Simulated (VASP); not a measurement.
# AgI (F-43m) in VASP: single point with PBEsol

Aim: the single point of AgI with PBEsol.

Everything below comes from runs of VASP 6.6.1. Logs are shortened: lines on timing, memory, paths and dates and some standing lists are left out, and cuts for length are marked.

## (1) The cell of the first run

Symmetry: F-43m, No. 216, cubic system. The conventional cell has a = 6.451 Å, b = 6.451 Å, c = 6.451 Å, α = 90.00°, β = 90.00°, γ = 90.00°. Within 3.7 Å of Ag (site symmetry -43m) lie 4 I at 2.79 Å. Within 3.7 Å of I (site symmetry -43m) lie 4 Ag at 2.79 Å.

## (2) Single point, PBEsol

Input file INCAR:

```
PREC = Accurate
ENCUT = 500
EDIFF = 1E-6
ISMEAR = -1
SIGMA = 0.05
LREAL = Auto
LASPH = T
NELM = 120
ALGO = Normal
ISIF = 2
LWAVE = F
LCHARG = F
GGA = PS
NBANDS = 326
ISYM = 0
GGA_COMPAT = F
NCORE = 4
```

Input file KPOINTS:

```
Automatic mesh
0
Gamma
  1 1 1
  0.25 0.25 0.25
```

Input file POSCAR:

```
AgI
1.0
   12.9015360000      0.0000000000      0.0000000000
    0.0000000000     12.9015360000      0.0000000000
    0.0000000000      0.0000000000     12.9015360000
Ag I
32 32
Direct
    0.0000000000      0.0000000000      0.0000000000
    0.0000000000      0.0000000000      0.5000000000
    0.0000000000      0.5000000000      0.0000000000
    0.0000000000      0.5000000000      0.5000000000
    0.5000000000      0.0000000000      0.0000000000
    0.5000000000      0.0000000000      0.5000000000
    0.5000000000      0.5000000000      0.0000000000
    0.5000000000      0.5000000000      0.5000000000
    0.2500000000      0.2500000000      0.0000000000
    0.2500000000      0.2500000000      0.5000000000
    0.2500000000      0.7500000000      0.0000000000
    0.2500000000      0.7500000000      0.5000000000
    0.7500000000      0.2500000000      0.0000000000
    0.7500000000      0.2500000000      0.5000000000
    0.7500000000      0.7500000000      0.0000000000
    0.7500000000      0.7500000000      0.5000000000
    0.2500000000      0.0000000000      0.2500000000
    0.2500000000      0.0000000000      0.7500000000
    0.2500000000      0.5000000000      0.2500000000
    0.2500000000      0.5000000000      0.7500000000
    0.7500000000      0.0000000000      0.2500000000
    0.7500000000      0.0000000000      0.7500000000
    0.7500000000      0.5000000000      0.2500000000
    0.7500000000      0.5000000000      0.7500000000
    0.0000000000      0.2500000000      0.2500000000
    0.0000000000      0.2500000000      0.7500000000
    0.0000000000      0.7500000000      0.2500000000
    0.0000000000      0.7500000000      0.7500000000
    0.5000000000      0.2500000000      0.2500000000
    0.5000000000      0.2500000000      0.7500000000
    0.5000000000      0.7500000000      0.2500000000
    0.5000000000      0.7500000000      0.7500000000
    0.1250000000      0.1250000000      0.1250000000
    0.1250000000      0.1250000000      0.6250000000
    0.1250000000      0.6250000000      0.1250000000
    0.1250000000      0.6250000000      0.6250000000
    0.6250000000      0.1250000000      0.1250000000
    0.6250000000      0.1250000000      0.6250000000
    0.6250000000      0.6250000000      0.1250000000
    0.6250000000      0.6250000000      0.6250000000
    0.3750000000      0.3750000000      0.1250000000
    0.3750000000      0.3750000000      0.6250000000
    0.3750000000      0.8750000000      0.1250000000
    0.3750000000      0.8750000000      0.6250000000
    0.8750000000      0.3750000000      0.1250000000
    0.8750000000      0.3750000000      0.6250000000
    0.8750000000      0.8750000000      0.1250000000
    0.8750000000      0.8750000000      0.6250000000
    0.3750000000      0.1250000000      0.3750000000
    0.3750000000      0.1250000000      0.8750000000
    0.3750000000      0.6250000000      0.3750000000
    0.3750000000      0.6250000000      0.8750000000
    0.8750000000      0.1250000000      0.3750000000
    0.8750000000      0.1250000000      0.8750000000
    0.8750000000      0.6250000000      0.3750000000
    0.8750000000      0.6250000000      0.8750000000
    0.1250000000      0.3750000000      0.3750000000
    0.1250000000      0.3750000000      0.8750000000
    0.1250000000      0.8750000000      0.3750000000
    0.1250000000      0.8750000000      0.8750000000
    0.6250000000      0.3750000000      0.3750000000
    0.6250000000      0.3750000000      0.8750000000
    0.6250000000      0.8750000000      0.3750000000
    0.6250000000      0.8750000000      0.8750000000
```

Potentials or basis: VASP PAW PBE potentials, release 64 (Ag, I).

Run with:

```bash
$ cat potpaw_PBE.64/Ag/POTCAR potpaw_PBE.64/I/POTCAR > POTCAR
$ mpirun -np 4 vasp_std > vasp.out
```

OUTCAR:

```text
PREC = Accurate
   ENCUT = 500
   EDIFF = 1E-6
   ISMEAR = -1
   LREAL = Auto
   LASPH = T
   NELM = 120
   ISIF = 2
   GGA = PS
   ISYM = 0

 ion  position               nearest neighbor table
   1  0.000  0.000  0.000-  33 2.79  47 2.79  54 2.79  60 2.79
   2  0.000  0.000  0.500-  34 2.79  48 2.79  53 2.79  59 2.79
   3  0.000  0.500  0.000-  35 2.79  45 2.79  56 2.79  58 2.79
   4  0.000  0.500  0.500-  36 2.79  46 2.79  55 2.79  57 2.79
   5  0.500  0.000  0.000-  37 2.79  43 2.79  50 2.79  64 2.79
   6  0.500  0.000  0.500-  38 2.79  44 2.79  49 2.79  63 2.79
[... 56 lines left out ...]
  63  0.625  0.875  0.375-   6 2.79  16 2.79  21 2.79  31 2.79
  64  0.625  0.875  0.875-   5 2.79  15 2.79  22 2.79  32 2.79

IMPORTANT INFORMATION: All symmetrisations will be switched off!
NOSYMM: (Re-)initialisation of all symmetry stuff for point group C_1.

----------------------------------------------------------------------------------------

                                     Primitive cell

  volume of cell :    2147.4559

  direct lattice vectors                    reciprocal lattice vectors
    12.901536000  0.000000000  0.000000000     0.077510151  0.000000000  0.000000000
     0.000000000 12.901536000  0.000000000     0.000000000  0.077510151  0.000000000
     0.000000000  0.000000000 12.901536000     0.000000000  0.000000000  0.077510151

  length of vectors
    12.901536000 12.901536000 12.901536000     0.077510151  0.077510151  0.077510151

  position of ions in fractional coordinates (direct lattice)
     0.000000000  0.000000000  0.000000000
     0.000000000  0.000000000  0.500000000
     0.000000000  0.500000000  0.000000000
     0.000000000  0.500000000  0.500000000
     0.500000000  0.000000000  0.000000000
     0.500000000  0.000000000  0.500000000
[... 56 lines left out ...]
     0.625000000  0.875000000  0.375000000
     0.625000000  0.875000000  0.875000000

  ion indices of the primitive-cell ions
   primitive index   ion index
                 1           1
                 2           2
                 3           3
                 4           4
                 5           5
                 6           6
[... 56 lines left out ...]
                63          63
                64          64

----------------------------------------------------------------------------------------

 KPOINTS: Automatic mesh

Automatic generation of k-mesh.
 Grid dimensions read from file:
 generate k-points for:    1    1    1

 Generating k-lattice:

  Cartesian coordinates                     Fractional coordinates (reciprocal lattice)
     0.077510151  0.000000000  0.000000000     1.000000000  0.000000000  0.000000000
     0.000000000  0.077510151  0.000000000     0.000000000  1.000000000  0.000000000
     0.000000000  0.000000000  0.077510151     0.000000000  0.000000000  1.000000000

  Length of vectors
     0.077510151  0.077510151  0.077510151

  Shift w.r.t. Gamma in fractional coordinates (k-lattice)
     0.250000000  0.250000000  0.250000000

 Subroutine IBZKPT returns following result:
 ===========================================

 Found      4 irreducible k-points:

 Following reciprocal coordinates:
            Coordinates               Weight
  0.250000  0.250000  0.250000      2.000000
 -0.250000  0.250000  0.250000      2.000000
 -0.250000 -0.250000  0.250000      2.000000
  0.250000 -0.250000  0.250000      2.000000
   k-points           NKPTS =      4   k-points in BZ     NKDIM =      4   number of bands    NBANDS=    326
   number of dos      NEDOS =    301   number of ions     NIONS =     64
   total plane-waves  NPLWV = 884736
   dimension x,y,z NGX =    96 NGY =   96 NGZ =   96
   dimension x,y,z NGXF=   192 NGYF=  192 NGZF=  192
   ions per type =              32  32
   NGX,Y,Z   is equivalent  to a cutoff of  12.37, 12.37, 12.37 a.u.
   NGXF,Y,Z  is equivalent  to a cutoff of  24.74, 24.74, 24.74 a.u.
 SYSTEM =  unknown system
   PREC   = accura    normal or accurate (medium, high low for compatibility)
   ISTART =      0    job   : 0-new  1-cont  2-samecut
   ICHARG =      2    charge: 1-file 2-atom 10-const
   ISPIN  =      1    spin polarized calculation?
   LNONCOLLINEAR =      F non collinear calculations
   LSORBIT =      F    spin-orbit coupling
   LASPH  =      T    aspherical Exc in radial PAW
   ENCUT  =  500.0 eV  36.75 Ry    6.06 a.u.  23.52 23.52 23.52*2*pi/ulx,y,z
   NELM   =    120;   NELMIN=  2; NELMDL= -5     # of ELM steps
   EDIFF  = 0.1E-05   stopping-criterion for ELM
   LREAL  =      T    real-space projection
   EDIFFG = 0.1E-04   stopping-criterion for IOM
   NSW    =      0    number of steps for IOM
   IBRION =     -1    ionic relax: 0-MD 1-quasi-New 2-CG
   NFREE  =      0    steps in history (QN), initial steepest desc. (CG)
   ISIF   =      2    stress and relaxation
   ISYM   =      0    0-nonsym 1-usesym 2-fastsym
   POTIM  = 0.5000    time-step for ionic-motion
   TEBEG  =    0.0;   TEEND  =   0.0 temperature during run
   PSTRESS=    0.0 pullay stress
   NELECT =     576.0000    total number of electrons
   NUPDOWN=      -1.0000    fix difference up-down
   EMIN   =  10.00;   EMAX   =-10.00  energy-range for DOS
   EFERMI =   0.00;   METHOD = LEGACY
   ISMEAR =    -1;   SIGMA  =   0.05  broadening in eV -4-tet -1-fermi 0-gaus
   EFERMI_NEDOS =   21; number of points for ismear=-14 and -15
   IALGO  =     38    algorithm
   IMIX   =      4    mixing-type and parameters
     AMIX     =   0.40;   BMIX     =  1.00
     AMIX_MAG =   1.60;   BMIX_MAG =  1.00
  volume/ion in A,a.u.               =      33.55       226.43
  Fermi-wavevector in a.u.,A,eV,Ry     =   1.055782  1.995139 15.166082  1.114676
  Thomas-Fermi vector in A             =   2.190993
   LORBIT       =      0    0 simple, 1 ext, 2 COOP (PROOUT), +10 PAW based schemes
   GGA     = PS    functional components
   LHFCALC =     F    Hartree Fock is set to
   AEXX    =    0.0000 exact exchange contribution
   IVDW    =     0    specifies the selected vdW correction
   LEPSILON=     F    determine dielectric tensor
   LRPA    =     F    only Hartree local field effects (RPA)
 non-spin polarized calculation
  energy-cutoff  :      500.00
  volume of cell :     2147.46
 maximum number of plane-waves:     54552
 NGX is ok and might be reduce to    96
   NGX = 47   NGY = 47   NGZ = 47

 number of electron     575.9999683 magnetization

 Free energy of the ion-electron system (eV)
  ---------------------------------------------------
  ext. energy  EPLUGINS =         0.00000000
  ---------------------------------------------------
  free energy    TOTEN  =      -174.59562744 eV

  energy without entropy =     -174.59562742  energy(sigma->0) =     -174.59562743

 E-fermi :   4.1212     XC(G=0):  -8.7313

 val. band max:        3.1194377713   @ k =   0.2500   0.2500   0.2500
 cond. band min:       5.0880158116   @ k =  -0.2500   0.2500   0.2500
 fundamental gap:      1.9685780404
 Fermi energy:         4.1212287266

 k-point     1 :       0.2500    0.2500    0.2500
  band No.  band energies     occupation
      1      -9.6848      2.00000
      2      -9.5843      2.00000
      3      -9.5843      2.00000
      4      -9.5843      2.00000
      5      -9.5104      2.00000
      6      -9.5104      2.00000
[... 292 lines left out ...]
    299       6.3767      0.00000
    300       6.8825      0.00000

 k-point     2 :      -0.2500    0.2500    0.2500
  band No.  band energies     occupation
      1      -9.6848      2.00000
      2      -9.5843      2.00000
      3      -9.5843      2.00000
      4      -9.5843      2.00000
      5      -9.5104      2.00000
      6      -9.5104      2.00000
[... 292 lines left out ...]
    299       6.3767      0.00000
    300       6.8825      0.00000

 k-point     3 :      -0.2500   -0.2500    0.2500
  band No.  band energies     occupation
      1      -9.6848      2.00000
      2      -9.5843      2.00000
      3      -9.5843      2.00000
      4      -9.5843      2.00000
      5      -9.5104      2.00000
      6      -9.5104      2.00000
[... 292 lines left out ...]
    299       6.3767      0.00000
    300       6.8825      0.00000

 k-point     4 :       0.2500   -0.2500    0.2500
  band No.  band energies     occupation
      1      -9.6848      2.00000
      2      -9.5843      2.00000
      3      -9.5843      2.00000
      4      -9.5843      2.00000
      5      -9.5104      2.00000
      6      -9.5104      2.00000
[... 292 lines left out ...]
    299       6.3767      0.00000
    300       6.8825      0.00000
 [bands above 300 left out]

------------------------ aborting loop because EDIFF is reached ----------------------------------------

  FORCE on cell =-STRESS in cart. coord.  units (eV):
  Direction    XX          YY          ZZ          XY          YZ          ZX
  --------------------------------------------------------------------------------------
  -------------------------------------------------------------------------------------
  Total       -0.0365872     -0.0365717     -0.0365537     -0.0000459      0.0000647     -0.0000430
  in kB       -0.0272970     -0.0272855     -0.0272721     -0.0000343      0.0000482     -0.0000321
  external PRESSURE =      -0.0272849 kB  Pullay stress =       0.0000000 kB

 VOLUME and BASIS-vectors are now :
 -----------------------------------------------------------------------------
  energy-cutoff  :      500.00
  volume of cell :     2147.46
      direct lattice vectors                 reciprocal lattice vectors
    12.901536000  0.000000000  0.000000000     0.077510151  0.000000000  0.000000000
     0.000000000 12.901536000  0.000000000     0.000000000  0.077510151  0.000000000
     0.000000000  0.000000000 12.901536000     0.000000000  0.000000000  0.077510151

 POSITION                                       TOTAL-FORCE (eV/Angst)
 -----------------------------------------------------------------------------------
      0.00000      0.00000      0.00000         0.000000     -0.000001      0.000000
      0.00000      0.00000      6.45077         0.000000     -0.000000     -0.000001
      0.00000      6.45077      0.00000         0.000000     -0.000001      0.000000
      0.00000      6.45077      6.45077         0.000000     -0.000001     -0.000000
      6.45077      0.00000      0.00000        -0.000000     -0.000001      0.000000
      6.45077      0.00000      6.45077        -0.000000     -0.000001     -0.000001
[... 56 lines left out ...]
      8.06346     11.28884      4.83808         0.000000     -0.000001     -0.000000
      8.06346     11.28884     11.28884         0.000000      0.000000     -0.000000
 -----------------------------------------------------------------------------------
    total drift:                                0.000005     -0.000005     -0.000004

  FREE ENERGIE OF THE ION-ELECTRON SYSTEM (eV)
  ---------------------------------------------------
  free  energy   TOTEN  =      -174.5956274408 eV

  energy  without entropy=     -174.5956274242  energy(sigma->0) =     -174.59562743
```

It took 25 min on 4 MPI ranks of Intel Xeon Platinum 8488C (Sapphire Rapids), shared host; peak memory 0.77 GiB.

What came out:

```
Free energy            : -174.5956 eV
Pressure               : 0.0 GPa
Band gap on the k mesh : 1.97 eV
```

Caveat: the PAW data sets were made with another functional, which shifts forces and pressure a little; spin-orbit coupling is left out, which moves the levels of the heavy elements. Expect the measured gap to be larger: semilocal functionals such as PBEsol lack the derivative discontinuity.
